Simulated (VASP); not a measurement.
# C (Imma) in VASP: notebook, part 2 of 2

VASP 6.6.1.

### 3 Single point, PBEsol

INCAR reads:

```
PREC = Accurate ; ENCUT = 600
EDIFF = 1E-6 ; ISMEAR = 0
SIGMA = 0.01 ; LREAL = False
LASPH = True ; NELM = 120
ALGO = Normal ; ISIF = 2
LWAVE = False ; LCHARG = True
GGA = PS ; LELF = True
LVHAR = True ; NBANDS = 11
GGA_COMPAT = False
```

KPOINTS reads:

```
regular mesh
0
Gamma
  10 10 10
```

POSCAR reads:

```
C
1.0
    0.0000000000      1.7833700000      1.7833700000
    1.7833700000      0.0000000000      1.7833700000
    1.7833700000      1.7833700000      0.0000000000
C
2
Direct
    0.0280368067     -0.0280368067      0.0280368067
    0.2500000000      0.2500000000      0.2500000000
```

Potentials or basis: VASP PAW PBE potentials, release 64 (C).

Started as:

```console
$ cat potpaw_PBE.64/C/POTCAR > POTCAR
$ mpirun -np 1 vasp_std > vasp.out
```

OUTCAR:

```text
PREC = Accurate
   ENCUT = 600
   EDIFF = 1E-6
   ISMEAR = 0
   LREAL = False
   LASPH = True
   NELM = 120
   ISIF = 2
   GGA = PS

 ion  position               nearest neighbor table
   1  0.028  0.972  0.028-   2 1.49   2 1.49   2 1.60   2 1.60
   2  0.250  0.250  0.250-   1 1.49   1 1.49   1 1.60   1 1.60

  LATTYP: Found a face centered cubic cell.
 ALAT       =     3.5667400000

  Lattice vectors:

 A1 = (   0.0000000000,   1.7833700000,   1.7833700000)
 A2 = (   1.7833700000,   0.0000000000,   1.7833700000)
 A3 = (   1.7833700000,   1.7833700000,   0.0000000000)

Analysis of symmetry for initial positions (statically):
=====================================================================
 Subroutine PRICEL returns:
 Original cell was already a primitive cell.

 Routine SETGRP: Setting up the symmetry group for a
 face centered cubic supercell.

 Subroutine GETGRP returns: Found  8 space group operations
 (whereof  4 operations were pure point group operations)
 out of a pool of 48 trial point group operations.

The static configuration has the point symmetry C_2v.
 The point group associated with its full space group is D_2h.

Analysis of symmetry for dynamics (positions and initial velocities):
=====================================================================
 Subroutine PRICEL returns:
 Original cell was already a primitive cell.

 Routine SETGRP: Setting up the symmetry group for a
 face centered cubic supercell.

 Subroutine GETGRP returns: Found  8 space group operations
 (whereof  4 operations were pure point group operations)
 out of a pool of 48 trial point group operations.

The dynamic configuration has the point symmetry C_2v.
 The point group associated with its full space group is D_2h.

 Subroutine INISYM returns: Found  8 space group operations
 (whereof  4 operations are pure point group operations),
 and found     1 'primitive' translations

----------------------------------------------------------------------------------------

                                     Primitive cell

  volume of cell :      11.3437

  direct lattice vectors                    reciprocal lattice vectors
     0.000000000  1.783370000  1.783370000    -0.280368067  0.280368067  0.280368067
     1.783370000  0.000000000  1.783370000     0.280368067 -0.280368067  0.280368067
     1.783370000  1.783370000  0.000000000     0.280368067  0.280368067 -0.280368067

  length of vectors
     2.522066041  2.522066041  2.522066041     0.485611737  0.485611737  0.485611737

  position of ions in fractional coordinates (direct lattice)
     0.028036807  0.971963193  0.028036807
     0.250000000  0.250000000  0.250000000

  ion indices of the primitive-cell ions
   primitive index   ion index
                 1           1
                 2           2

----------------------------------------------------------------------------------------

 KPOINTS: regular mesh

Automatic generation of k-mesh.
 Grid dimensions read from file:
 generate k-points for:   10   10   10

 Generating k-lattice:

  Cartesian coordinates                     Fractional coordinates (reciprocal lattice)
[... 39 lines left out ...]
  0.000000  0.400000  0.100000      8.000000
  0.100000  0.000000  0.400000      4.000000
 [... further k-points ...]
   k-points           NKPTS =    171   k-points in BZ     NKDIM =    171   number of bands    NBANDS=     11
   number of dos      NEDOS =    301   number of ions     NIONS =      2
   total plane-waves  NPLWV =   8000
   dimension x,y,z NGX =    20 NGY =   20 NGZ =   20
   dimension x,y,z NGXF=    40 NGYF=   40 NGZF=   40
   ions per type =               2
   NGX,Y,Z   is equivalent  to a cutoff of  13.18, 13.18, 13.18 a.u.
   NGXF,Y,Z  is equivalent  to a cutoff of  26.37, 26.37, 26.37 a.u.
 SYSTEM =  unknown system
   PREC   = accura    normal or accurate (medium, high low for compatibility)
   ISTART =      0    job   : 0-new  1-cont  2-samecut
   ICHARG =      2    charge: 1-file 2-atom 10-const
   ISPIN  =      1    spin polarized calculation?
   LNONCOLLINEAR =      F non collinear calculations
   LSORBIT =      F    spin-orbit coupling
   LASPH  =      T    aspherical Exc in radial PAW
   ENCUT  =  600.0 eV  44.10 Ry    6.64 a.u.   5.04  5.04  5.04*2*pi/ulx,y,z
   NELM   =    120;   NELMIN=  2; NELMDL= -5     # of ELM steps
   EDIFF  = 0.1E-05   stopping-criterion for ELM
   LREAL  =      F    real-space projection
   EDIFFG = 0.1E-04   stopping-criterion for IOM
   NSW    =      0    number of steps for IOM
   IBRION =     -1    ionic relax: 0-MD 1-quasi-New 2-CG
   NFREE  =      0    steps in history (QN), initial steepest desc. (CG)
   ISIF   =      2    stress and relaxation
   ISYM   =      2    0-nonsym 1-usesym 2-fastsym
   POTIM  = 0.5000    time-step for ionic-motion
   TEBEG  =    0.0;   TEEND  =   0.0 temperature during run
   PSTRESS=    0.0 pullay stress
   NELECT =       8.0000    total number of electrons
   NUPDOWN=      -1.0000    fix difference up-down
   EMIN   =  10.00;   EMAX   =-10.00  energy-range for DOS
   EFERMI =   0.00;   METHOD = LEGACY
   ISMEAR =     0;   SIGMA  =   0.01  broadening in eV -4-tet -1-fermi 0-gaus
   EFERMI_NEDOS =   21; number of points for ismear=-14 and -15
   IALGO  =     38    algorithm
   IMIX   =      4    mixing-type and parameters
     AMIX     =   0.40;   BMIX     =  1.00
     AMIX_MAG =   1.60;   BMIX_MAG =  1.00
  volume/ion in A,a.u.               =       5.67        38.28
  Fermi-wavevector in a.u.,A,eV,Ry     =   1.457203  2.753714 28.891161  2.123440
  Thomas-Fermi vector in A             =   2.574032
   LORBIT       =      0    0 simple, 1 ext, 2 COOP (PROOUT), +10 PAW based schemes
   GGA     = PS    functional components
   LHFCALC =     F    Hartree Fock is set to
   AEXX    =    0.0000 exact exchange contribution
   IVDW    =     0    specifies the selected vdW correction
   LEPSILON=     F    determine dielectric tensor
   LRPA    =     F    only Hartree local field effects (RPA)
 non-spin polarized calculation
 Gauss-broadening in eV      SIGMA  =   0.01
  energy-cutoff  :      600.00
  volume of cell :       11.34
 maximum number of plane-waves:       388
   NGX =  9   NGY =  9   NGZ =  9

 number of electron       7.9999999 magnetization

 Free energy of the ion-electron system (eV)
  ---------------------------------------------------
  ext. energy  EPLUGINS =         0.00000000
  ---------------------------------------------------
  free energy    TOTEN  =       -19.06971250 eV

  energy without entropy =      -19.06971250  energy(sigma->0) =      -19.06971250

 E-fermi :  11.3077     XC(G=0): -13.4338

 val. band max:       11.2326836918   @ k =   0.0000   0.0000   0.0000
 cond. band min:      13.5568529967   @ k =   0.4000   0.4000   0.0000
 fundamental gap:      2.3241693049
 Fermi energy:        11.3077337861

 k-point     1 :       0.0000    0.0000    0.0000
  band No.  band energies     occupation
      1     -11.8323      2.00000
      2       8.1760      2.00000
      3       9.8445      2.00000
      4      11.2327      2.00000
      5      13.9572      0.00000
      6      15.0675      0.00000
      7      16.6525      0.00000
      8      23.0336      0.00000
      9      28.5849      0.00000
     10      36.0442      0.00000
     11      36.1585      0.00000
[... 309 lines left out ...]
 k-point    24 :       0.1000    0.0000    0.4000
  band No.  band energies     occupation
      1      -7.9816      2.00000
      2      -0.3654      2.00000
      3       5.5025      2.00000
      4       7.2690      2.00000
      5      16.0984      0.00000
      6      19.0107      0.00000
      7      20.2939      0.00000
      8      23.9893      0.00000
      9      30.2910      0.00000
     10      32.3201      0.00000
     11      35.4027      0.00000

 [... further k-points ...]

------------------------ aborting loop because EDIFF is reached ----------------------------------------

  FORCE on cell =-STRESS in cart. coord.  units (eV):
  Direction    XX          YY          ZZ          XY          YZ          ZX
  --------------------------------------------------------------------------------------
  -------------------------------------------------------------------------------------
  Total       -0.0075096     -0.1834715     -0.0075096      0.0000000      0.0000000      0.3465168
  in kB       -1.0606515    -25.9134224     -1.0606515      0.0000000      0.0000000     48.9418637
  external PRESSURE =      -9.3449085 kB  Pullay stress =       0.0000000 kB

 VOLUME and BASIS-vectors are now :
 -----------------------------------------------------------------------------
  energy-cutoff  :      600.00
  volume of cell :       11.34
      direct lattice vectors                 reciprocal lattice vectors
     0.000000000  1.783370000  1.783370000    -0.280368067  0.280368067  0.280368067
     1.783370000  0.000000000  1.783370000     0.280368067 -0.280368067  0.280368067
     1.783370000  1.783370000  0.000000000     0.280368067  0.280368067 -0.280368067

 POSITION                                       TOTAL-FORCE (eV/Angst)
 -----------------------------------------------------------------------------------
      1.78337      0.10000      1.78337         0.000000     -3.626860      0.000000
      0.89168      0.89168      0.89168        -0.000000      3.626860     -0.000000
 -----------------------------------------------------------------------------------
    total drift:                               -0.000000     -0.000003     -0.000000

  FREE ENERGIE OF THE ION-ELECTRON SYSTEM (eV)
  ---------------------------------------------------
  free  energy   TOTEN  =       -19.0697125005 eV

  energy  without entropy=      -19.0697125005  energy(sigma->0) =      -19.06971250
```

OSZICAR:

```text
N       E                     dE             d eps       ncg     rms          rms(c)
DAV:   1     0.152232587461E+01    0.15223E+01   -0.50953E+03  3821   0.788E+02
DAV:   2    -0.193071349214E+02   -0.20829E+02   -0.19885E+02  4815   0.133E+02
DAV:   3    -0.197410295513E+02   -0.43389E+00   -0.43275E+00  4416   0.148E+01
DAV:   4    -0.197417932489E+02   -0.76370E-03   -0.76368E-03  4052   0.759E-01
DAV:   5    -0.197417941549E+02   -0.90599E-06   -0.90598E-06  4292   0.254E-02    0.561E+00
DAV:   6    -0.192426019408E+02    0.49919E+00   -0.25767E-01  3876   0.354E+00    0.330E+00
DAV:   7    -0.190691307065E+02    0.17347E+00   -0.30947E-01  4091   0.392E+00    0.691E-01
DAV:   8    -0.190696869105E+02   -0.55620E-03   -0.77191E-03  4023   0.698E-01    0.309E-02
DAV:   9    -0.190697041167E+02   -0.17206E-04   -0.15549E-05  4468   0.366E-02    0.226E-02
DAV:  10    -0.190697126772E+02   -0.85605E-05   -0.37145E-06  4085   0.168E-02    0.458E-03
DAV:  11    -0.190697125005E+02    0.17665E-06   -0.13684E-07  2225   0.324E-03
   1 F= -.19069713E+02 E0= -.19069713E+02  d E =-.194857E-29
```

stdout:

```text
POSCAR found type information on POSCAR C
 POSCAR found :  1 types and       2 ions
 scaLAPACK will be used
 -----------------------------------------------------------------------------
|                                                                             |
|                                                                             |
|     You enforced a specific xc type in the INCAR file but a different       |
|     I HOPE YOU KNOW WHAT YOU ARE DOING!                                     |
|                                                                             |
 -----------------------------------------------------------------------------

 LDA part: xc-table for (Slater+PW92), standard interpolation
 POSCAR, INCAR and KPOINTS ok, starting setup
 FFT: planning ... GRIDC
 FFT: planning ... GRID_SOFT
 FFT: planning ... GRID
 WAVECAR not read
 entering main loop
```

It took 8.7 s on 1 thread of Intel Xeon 6975P-C (Granite Rapids), shared host; peak memory 0.13 GiB.

What came out:

```
Free energy            : -19.0697 eV
Pressure               : -0.9 GPa
Largest force          : 3.627 eV/Å
Band gap on the k mesh : 2.32 eV, indirect (least direct gap 2.72 eV)
```

Forces in eV/Å, atoms in the order of the input:
```
C    0.000 -3.627  0.000
C    0.000  3.627  0.000
```

Caveat: the PAW data sets were made with another functional, which shifts forces and pressure a little. As with any semilocal functional, this PBEsol gap is likely too small.
